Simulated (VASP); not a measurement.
Set up this calculation in VASP 6.6.1, as the native input.

* Task: single point
* Functional: LDA
* Potentials or basis: VASP PAW LDA potentials, release 64 (Zn)
* Cutoff: 520 eV
* k mesh: 7 × 7 × 7
* Occupations: fermi-dirac, width 0.05 eV
* Spin: no spin polarisation
* Dipole correction: no
* Further INCAR settings: ALGO = Normal; EDIFF = 1e-06; NBANDS = 12

The structure of Zn lies in POSCAR:

```
Zn
1.0
    0.0000000000      1.9647760000      1.9647760000
    1.9647760000      0.0000000000      1.9647760000
    1.9647760000      1.9647760000      0.0000000000
Zn
1
Direct
    0.0000000000      0.0000000000      0.0000000000
```

One way to write it, as run:

INCAR

```
  ALGO = Normal
  EDIFF = 1E-6
  ENCUT = 520
  GGA = CA
  ISIF = 2
  ISMEAR = -1
  LASPH = T
  LCHARG = F
  LREAL = F
  LWAVE = F
  NBANDS = 12
  NELM = 60
  PREC = Accurate
  SIGMA = 0.05
```

KPOINTS

```
k-points
0
Gamma
  7 7 7
```

Potentials or basis: VASP PAW LDA potentials, release 64 (Zn).

The run is started by

```bash
$ cat potpaw_LDA.64/Zn/POTCAR > POTCAR
$ mpirun -np 1 vasp_std > vasp.out
```

It gave:

```json
{"Pressure": "-8.7 GPa", "Band gap on the k mesh": "zero (band 6 reaches 3.77 eV, above the bottom of band 7 at 2.16 eV)"}
```

Caveat: the k points lie up to 0.40 Å⁻¹ apart.

It took 2.4 s on 1 thread of Intel(R) Xeon(R) 6975P-C (Granite Rapids), on a shared host, peak memory 0.12 GiB.
